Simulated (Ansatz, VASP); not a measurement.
# HCl in VASP and in Ansatz

File INCAR:

```
SYSTEM = HCl
PREC     = Accurate       ! precision mode
ENCUT    = 520            ! plane-wave cutoff, eV
EDIFF    = 1E-7           ! SCF threshold, eV
ISMEAR   = 0              ! smearing method
SIGMA    = 0.15           ! smearing width, eV
LREAL    = .FALSE.        ! projectors in reciprocal space
LASPH    = .TRUE.         ! aspherical terms in the spheres
NELM     = 100            ! most SCF steps
ALGO     = Normal         ! electronic algorithm
ISIF     = 2              ! what is computed and relaxed
LWAVE    = .FALSE.        ! write WAVECAR
LCHARG   = .TRUE.         ! write CHGCAR
GGA      = PS             ! functional
LELF     = .TRUE.         ! ELF
LVHAR    = .TRUE.       
NBANDS   = 11             ! bands
```

The input KPOINTS:

```
Automatic mesh
0
G
  16 16 16
  0 0 0
```

The input POSCAR:

```
HCl
1.0
    0.1423021966      2.8104683827      2.8104683827
    2.8104683827      0.1423021966      2.8104683827
    2.8104683827      2.8104683827      0.1423021966
H Cl
1 1
Direct
    0.0000000000      0.0000000000      0.0000000000
    0.5000000000      0.5000000000      0.5000000000
```

Input for Ansatz:

```yaml
crystal:
  lattice:
    - [0.1423021966, 2.8104683827, 2.8104683827]
    - [2.8104683827, 0.1423021966, 2.8104683827]
    - [2.8104683827, 2.8104683827, 0.1423021966]
  atoms:
    - { symbol: H, position: [0.0, 0.0, 0.0] }
    - { symbol: Cl, position: [0.5, 0.5, 0.5] }
basis:
  ecutwfc: 420
kpoints:
  mp_grid: { grid: [16, 16, 16] }
hamiltonian:
  xc: pbesol
scf:
  occupations: { method: gaussian, width: 0.15 }
output:
  forces: true
  stress: true
  eigenvalues: true
  write_density: true
  write_potential: true
  elf: true
  volumetric_format: npy
```

Alike in both runs: task single point; functional PBEsol; k mesh 16 × 16 × 16; occupations gaussian, width 0.15 eV; no spin polarisation.

|  | VASP | Ansatz |
| --- | --- | --- |
| version | VASP 6.6.1 | Ansatz 0.2.0 |
| potentials or method | VASP PAW PBE potentials, release 64 (H, Cl), cutoff 520 eV | scalar-relativistic, plane waves, PAW |
| valence electrons in the cell | 8 | 8 |

```tsv
	VASP	Ansatz	Ansatz less VASP
gap on the k mesh at the Fermi level (eV)	none	none	-
pressure (GPa)	-10.3	-10.2	+0.05
traceless stress, the component that is largest in VASP (GPa)	-0.95	-0.95	-0.001
```

VASP's potentials were made for PBE, not for PBEsol. A gap of «none» marks a metal or a gap that the smearing closes.
